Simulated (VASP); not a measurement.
# Tl in VASP: a series of runs

Tl is run at these levels: PBE; tasks: electric field gradients.

Everything below comes from runs of VASP 6.6.1. Logs are shortened: lines on timing, memory, paths and dates and some standing lists are left out, and cuts for length are marked.

## (1) The cell of the first run

It takes space group P2_1/m (No. 11, monoclinic). The conventional cell has a = 3.456 Å, b = 5.525 Å, c = 3.456 Å, α = 90.00°, β = 120.00°, γ = 90.00°. Tl (site symmetry m) has 12 Tl at 3.38 to 3.46 Å within 4.4 Å.

## (2) Electric field gradients, PBE (0.035355, 0.0] A)

INCAR

```
PREC = Accurate ; ENCUT = 520
EDIFF = 1E-8 ; ISMEAR = -1
SIGMA = 0.05 ; LREAL = False
LASPH = True ; NELM = 100
ALGO = Normal ; ISIF = 2
LWAVE = False ; LCHARG = False
GGA = PE ; LEFG = True
NBANDS = 20
```

KPOINTS

```
Automatic mesh
0
Gamma
  11 11 6
```

POSCAR

```
Tl
1.0
    3.4559983565      0.0000000000      0.0000000000
   -1.7279991783      2.9929823722      0.0000000000
    0.0000000000      0.0000000000      5.5250000000
Tl
2
Direct
    0.3333333333      0.6666666667      0.2500000000
    0.6828030224      0.3451459655      0.7500000000
```

Potentials or basis: VASP PAW PBE potentials, release 64 (Tl_d).

Command:

```console
> cat potpaw_PBE.64/Tl_d/POTCAR > POTCAR
> mpirun -np 1 vasp_std > vasp.out
```

OUTCAR:

```text
PREC = Accurate
   ENCUT = 520
   EDIFF = 1E-8
   ISMEAR = -1
   LREAL = False
   LASPH = True
   NELM = 100
   ISIF = 2
   GGA = PE

 ion  position               nearest neighbor table
   1  0.333  0.667  0.250-   2 3.38   2 3.38   2 3.42   2 3.42   2 3.43   2 3.43
   2  0.683  0.345  0.750-   1 3.38   1 3.38   1 3.42   1 3.42   1 3.43   1 3.43

  LATTYP: Found a hexagonal cell.
 ALAT       =     3.4559983565
 C/A-ratio  =     1.5986697417

  Lattice vectors:

 A1 = (   3.4559983565,   0.0000000000,   0.0000000000)
 A2 = (  -1.7279991783,   2.9929823722,   0.0000000000)
 A3 = (   0.0000000000,   0.0000000000,   5.5250000000)

Analysis of symmetry for initial positions (statically):
=====================================================================
 Subroutine PRICEL returns:
 Original cell was already a primitive cell.

 Routine SETGRP: Setting up the symmetry group for a
 hexagonal supercell.

 Subroutine GETGRP returns: Found  4 space group operations
 (whereof  1 operations were pure point group operations)
 out of a pool of 24 trial point group operations.

The static configuration has the point symmetry C_1 .
 The point group associated with its full space group is C_2h.

Analysis of symmetry for dynamics (positions and initial velocities):
=====================================================================
 Subroutine PRICEL returns:
 Original cell was already a primitive cell.

 Routine SETGRP: Setting up the symmetry group for a
 hexagonal supercell.

 Subroutine GETGRP returns: Found  4 space group operations
 (whereof  1 operations were pure point group operations)
 out of a pool of 24 trial point group operations.

The dynamic configuration has the point symmetry C_1 .
 The point group associated with its full space group is C_2h.

 Subroutine INISYM returns: Found  4 space group operations
 (whereof  1 operations are pure point group operations),
 and found     1 'primitive' translations

----------------------------------------------------------------------------------------

                                     Primitive cell

  volume of cell :      57.1492

  direct lattice vectors                    reciprocal lattice vectors
     3.455998356  0.000000000  0.000000000     0.289351989  0.167057449  0.000000000
    -1.727999178  2.992982372  0.000000000     0.000000000  0.334114898  0.000000000
     0.000000000  0.000000000  5.525000000     0.000000000  0.000000000  0.180995475

  length of vectors
     3.455998356  3.455998357  5.525000000     0.334114898  0.334114898  0.180995475

  position of ions in fractional coordinates (direct lattice)
     0.333333333  0.666666667  0.250000000
     0.682803022  0.345145966  0.750000000

  ion indices of the primitive-cell ions
   primitive index   ion index
                 1           1
                 2           2

----------------------------------------------------------------------------------------

 KPOINTS: Automatic mesh

Automatic generation of k-mesh.
 Grid dimensions read from file:
 generate k-points for:   11   11    6

 Generating k-lattice:

  Cartesian coordinates                     Fractional coordinates (reciprocal lattice)
     0.026304726  0.015187041  0.000000000     0.090909091  0.000000000  0.000000000
     0.000000000  0.030374082  0.000000000     0.000000000  0.090909091  0.000000000
     0.000000000  0.000000000  0.030165913     0.000000000  0.000000000  0.166666667

  Length of vectors
     0.030374082  0.030374082  0.030165913

  Shift w.r.t. Gamma in fractional coordinates (k-lattice)
     0.000000000  0.000000000  0.000000000

 Subroutine IBZKPT returns following result:
 ===========================================

 Found    244 irreducible k-points:

 Following reciprocal coordinates:
            Coordinates               Weight
  0.000000  0.000000  0.000000      1.000000
  0.090909  0.000000  0.000000      2.000000
  0.000000  0.090909  0.000000      2.000000
 -0.090909  0.090909  0.000000      2.000000
  0.181818  0.000000  0.000000      2.000000
  0.000000  0.181818  0.000000      2.000000
[... 16 lines left out ...]
 -0.181818  0.272727  0.000000      2.000000
  0.090909  0.181818  0.000000      2.000000
 [... further k-points ...]
   k-points           NKPTS =    244   k-points in BZ     NKDIM =    244   number of bands    NBANDS=     20
   number of dos      NEDOS =    301   number of ions     NIONS =      2
   total plane-waves  NPLWV =  32928
   dimension x,y,z NGX =    28 NGY =   28 NGZ =   42
   dimension x,y,z NGXF=    56 NGYF=   56 NGZF=   84
   ions per type =               2
   NGX,Y,Z   is equivalent  to a cutoff of  13.47, 13.47, 12.64 a.u.
   NGXF,Y,Z  is equivalent  to a cutoff of  26.94, 26.94, 25.28 a.u.
 SYSTEM =  unknown system
   PREC   = accura    normal or accurate (medium, high low for compatibility)
   ISTART =      0    job   : 0-new  1-cont  2-samecut
   ICHARG =      2    charge: 1-file 2-atom 10-const
   ISPIN  =      1    spin polarized calculation?
   LNONCOLLINEAR =      F non collinear calculations
   LSORBIT =      F    spin-orbit coupling
   LASPH  =      T    aspherical Exc in radial PAW
   ENCUT  =  520.0 eV  38.22 Ry    6.18 a.u.   6.43  6.43 10.27*2*pi/ulx,y,z
   NELM   =    100;   NELMIN=  2; NELMDL= -5     # of ELM steps
   EDIFF  = 0.1E-07   stopping-criterion for ELM
   LREAL  =      F    real-space projection
   EDIFFG = 0.1E-06   stopping-criterion for IOM
   NSW    =      0    number of steps for IOM
   IBRION =     -1    ionic relax: 0-MD 1-quasi-New 2-CG
   NFREE  =      0    steps in history (QN), initial steepest desc. (CG)
   ISIF   =      2    stress and relaxation
   ISYM   =      2    0-nonsym 1-usesym 2-fastsym
   POTIM  = 0.5000    time-step for ionic-motion
   TEBEG  =    0.0;   TEEND  =   0.0 temperature during run
   PSTRESS=    0.0 pullay stress
   NELECT =      26.0000    total number of electrons
   NUPDOWN=      -1.0000    fix difference up-down
   EMIN   =  10.00;   EMAX   =-10.00  energy-range for DOS
   EFERMI =   0.00;   METHOD = LEGACY
   ISMEAR =    -1;   SIGMA  =   0.05  broadening in eV -4-tet -1-fermi 0-gaus
   EFERMI_NEDOS =   21; number of points for ismear=-14 and -15
   IALGO  =     38    algorithm
   IMIX   =      4    mixing-type and parameters
     AMIX     =   0.40;   BMIX     =  1.00
     AMIX_MAG =   1.60;   BMIX_MAG =  1.00
  volume/ion in A,a.u.               =      28.57       192.83
  Fermi-wavevector in a.u.,A,eV,Ry     =   1.259107  2.379367 21.570001  1.585350
  Thomas-Fermi vector in A             =   2.392683
   LORBIT       =      0    0 simple, 1 ext, 2 COOP (PROOUT), +10 PAW based schemes
   GGA     = PE    functional components
[... 5 lines left out ...]
 non-spin polarized calculation
  energy-cutoff  :      520.00
  volume of cell :       57.15
 maximum number of plane-waves:      1566
 NGX is ok and might be reduce to    28
   NGX = 13   NGY = 13   NGZ = 21

 number of electron      26.0000002 magnetization

 Free energy of the ion-electron system (eV)
  ---------------------------------------------------
  ext. energy  EPLUGINS =         0.00000000
  ---------------------------------------------------
  free energy    TOTEN  =        -4.41028327 eV

  energy without entropy =       -4.40099509  energy(sigma->0) =       -4.40563918

 E-fermi :   6.5549     XC(G=0): -10.1948

 val. band max:        6.5508493008   @ k =  -0.4545   0.2727   0.5000
 cond. band min:       6.5645368229   @ k =  -0.3636   0.3636   0.0000
 fundamental gap:      0.0136875221
 Fermi energy:         6.5548764754

 k-point     1 :       0.0000    0.0000    0.0000
  band No.  band energies     occupation
      1      -5.2288      2.00000
      2      -5.0028      2.00000
      3      -4.9840      2.00000
      4      -4.9792      2.00000
      5      -4.9310      2.00000
      6      -4.9231      2.00000
[... 12 lines left out ...]
     19      17.4342      0.00000
     20      17.5062      0.00000

 k-point     2 :       0.0909    0.0000    0.0000
  band No.  band energies     occupation
      1      -5.2003      2.00000
      2      -5.0377      2.00000
      3      -4.9502      2.00000
      4      -4.9445      2.00000
      5      -4.9170      2.00000
      6      -4.8997      2.00000
[... 498 lines left out ...]
 k-point    24 :       0.0909    0.1818    0.0000
  band No.  band energies     occupation
      1      -5.1755      2.00000
      2      -5.0651      2.00000
      3      -4.9926      2.00000
      4      -4.9652      2.00000
      5      -4.9169      2.00000
      6      -4.8237      2.00000
[... 12 lines left out ...]
     19      16.7238      0.00000
     20      16.9618      0.00000

 [... further k-points ...]

------------------------ aborting loop because EDIFF is reached ----------------------------------------

  FORCE on cell =-STRESS in cart. coord.  units (eV):
  Direction    XX          YY          ZZ          XY          YZ          ZX
  --------------------------------------------------------------------------------------
  -------------------------------------------------------------------------------------
  Total        1.1418296      1.0608423      1.1603556      0.0396826      0.0000000      0.0000000
  in kB       32.0111963     29.7407177     32.5305742      1.1125019      0.0000000      0.0000000
  external PRESSURE =      31.4274961 kB  Pullay stress =       0.0000000 kB

 VOLUME and BASIS-vectors are now :
 -----------------------------------------------------------------------------
  energy-cutoff  :      520.00
  volume of cell :       57.15
      direct lattice vectors                 reciprocal lattice vectors
     3.455998356  0.000000000  0.000000000     0.289351989  0.167057449  0.000000000
    -1.727999178  2.992982372  0.000000000     0.000000000  0.334114898  0.000000000
     0.000000000  0.000000000  5.525000000     0.000000000  0.000000000  0.180995475

 POSITION                                       TOTAL-FORCE (eV/Angst)
 -----------------------------------------------------------------------------------
     -0.00000      1.99532      1.38125         0.011516      0.010193      0.000000
      1.76335      1.03302      4.14375        -0.011516     -0.010193     -0.000000
 -----------------------------------------------------------------------------------
    total drift:                               -0.000005     -0.000023      0.000000

  FREE ENERGIE OF THE ION-ELECTRON SYSTEM (eV)
  ---------------------------------------------------
  free  energy   TOTEN  =        -4.4102832704 eV

  energy  without entropy=       -4.4009950943  energy(sigma->0) =       -4.40563918

 Electric field gradients (V/A^2)
---------------------------------------------------------------------
 ion       V_xx      V_yy      V_zz      V_xy      V_xz      V_yz
---------------------------------------------------------------------
   1       5.574    17.582   -23.155    -5.691     0.000    -0.000
   2       5.574    17.582   -23.155    -5.691    -0.000     0.000
---------------------------------------------------------------------

 Electric field gradients after diagonalization (V/A^2)
 (convention: |V_zz| > |V_xx| > |V_yy|)
----------------------------------------------------------------------
 ion       V_xx      V_yy      V_zz     asymmetry (V_yy - V_xx)/ V_zz
----------------------------------------------------------------------
   1      19.850     3.305   -23.155       0.715
   2      19.850     3.305   -23.155       0.715
----------------------------------------------------------------------

           NMR quadrupolar parameters

 Cq : quadrupolar parameter    Cq=e*Q*V_zz/h
 eta: asymmetry parameters     (V_yy - V_xx)/ V_zz
 Q  : nuclear electric quadrupole moment in mb (millibarn)
----------------------------------------------------------------------
 ion       Cq(MHz)       eta       Q (mb)
----------------------------------------------------------------------
   1      -0.056       0.715       1.000
   2      -0.056       0.715       1.000
----------------------------------------------------------------------
```

Run time: 4.2 min. Hardware: 1 thread of Intel Xeon Platinum 8259CL at 2.50GHz (Skylake/Cascade Lake), shared host; peak memory 0.34 GiB.

Results:

- Free energy: -4.4103 eV
- Pressure: 3.1 GPa
- Largest force: 0.015 eV/Å
- Band gap on the k mesh: zero (bands 13 and 14 overlap by 5.70 eV)
- Largest electric field gradient by atom: Tl -23.2 V/Å²

Forces in eV/Å, atoms in the order of the input:
```
Tl   0.012  0.010  0.000
Tl  -0.012 -0.010  0.000
```

Stress tensor (GPa, compression positive):
```
3.20 0.11 0.00
0.11 2.97 0.00
0.00 0.00 3.25
```

Electric field gradients, principal values (V/Å²):
```
atom  least  middle  greatest (by size)
1 Tl  3.305  19.850             -23.155
2 Tl  3.305  19.850             -23.155
```

Caveat: the cell differs from its parent crystal (0.035355, 0.0] A); the cell stands under pressure; without QUAD_EFG the Cq values of the log hold for a quadrupole moment of 1 mb, not for the nuclei; spin-orbit coupling is left out, which moves the levels of the heavy elements.

[end of part 1 of 2]
